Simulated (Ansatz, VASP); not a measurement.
Two plane-wave programs on Cu

Contents of INCAR:

```
SYSTEM = Cu
PREC = Accurate
ENCUT = 520
EDIFF = 1E-6
ISMEAR = -4
SIGMA = 0.1
LREAL = .False.
LASPH = .True.
NELM = 80
ALGO = Normal
ISIF = 2
LWAVE = .False.
LCHARG = .False.
GGA = PE
NBANDS = 18
```

Contents of KPOINTS:

```
regular mesh
0
Gamma
  8 8 4
  0 0 0
```

Contents of POSCAR:

```
Cu
1.0
    2.6168730000      0.0000000000      0.0000000000
   -1.3084370000      2.2662820000      0.0000000000
    0.0000000000      0.0000000000      4.1696430000
Cu
2
Direct
    0.3333300000      0.6666700000      0.2500000000
    0.6666600000      0.3333300000      0.7500000000
```

Input for Ansatz:

```yaml
crystal:
  lattice:
    - [2.616873, 0.0, 0.0]
    - [-1.308437, 2.266282, 0.0]
    - [0.0, 0.0, 4.169643]
  atoms:
    - { symbol: Cu, position: [0.33333, 0.66667, 0.25] }
    - { symbol: Cu, position: [0.66666, 0.33333, 0.75] }
  symmetry: { tolerance: 0.0003 }
kpoints:
  mp_grid: { grid: [8, 8, 4], shift: [0, 0, 0] }
magnetization:
  spin_polarized: false
scf:
  occupations: { method: tetrahedron_uncorrected }
  eigensolver: { kind: davidson }
hamiltonian:
  pseudopotentials: { kind: paw }
  xc: pbe
basis:
  ecutwfc: 420
output:
  forces: true
  stress: true
  eigenvalues: true
```

Alike in both runs: task single point; functional PBE; k mesh 8 × 8 × 4; no spin polarisation.

```csv
,VASP,Ansatz
version,VASP 6.6.1,Ansatz 0.2.0
potentials or method,"VASP PAW PBE potentials, release 64 (Cu), cutoff 520 eV",PAW plane waves
occupations,tetrahedron,tetrahedron-uncorrected
valence electrons in the cell,22,38
```

VASP gave:

| Item | Value |
| --- | --- |
| gap on the k mesh at the Fermi level (eV) | none |
| pressure (GPa) | -2.7 |
| traceless stress, the component that is largest in VASP (GPa) | 2.22 |

Estimate Ansatz's values.

gap on the k mesh at the Fermi level (eV): none; pressure (GPa): -3.4; traceless stress, the component that is largest in VASP (GPa): 2.15.

A gap of «none» marks a metal or a gap that the smearing closes. VASP's potentials hold 22 valence electrons a cell and Ansatz's 38, so a difference there can come from the potentials and not from the codes. Ansatz's warnings: band table not solved further, structure snapped to symmetry.

The k mesh is coarse, so the values compare programs but aren't converged.
